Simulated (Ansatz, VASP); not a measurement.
MgO in VASP and in Ansatz

```
Mg O
1.0
     0.00000    2.09700    2.09700
     2.09700    0.00000    2.09700
     2.09700    2.09700    0.00000
Mg O
1 1
Direct
  0.00000 0.00000 0.00000
  0.50000 0.50000 0.50000
```

Alike in both runs: functional BLYP; k mesh 6 × 6 × 6; occupations fermi-dirac, width 0.05 eV; no spin polarisation.

```csv
,VASP,Ansatz
version,VASP 6.6.1,Ansatz 0.2.0
potentials or method,"VASP PAW PBE potentials, release 64 (Mg, O)",Ansatz PAW
plane-wave cutoff (eV),520,420
valence electrons in the cell,8,16
task,single point,band structure
```

VASP gave:

| Quantity | Value |
| --- | --- |
| gap on the k mesh at the Fermi level (eV) | 5.14 |
| least direct gap on the mesh (eV) | 5.14 |
| pressure (GPa) | 8.7 |

Question: What did Ansatz give for the same quantities?

Answer: gap on the k mesh at the Fermi level (eV): 5.15; least direct gap on the mesh (eV): 5.15; pressure (GPa): 9.2.

VASP's potentials were made for PBE, not for BLYP. VASP's potentials hold 8 valence electrons a cell and Ansatz's 16, so a difference there can come from the potentials and not from the codes.

The k mesh is coarse, so the values compare programs but aren't converged.
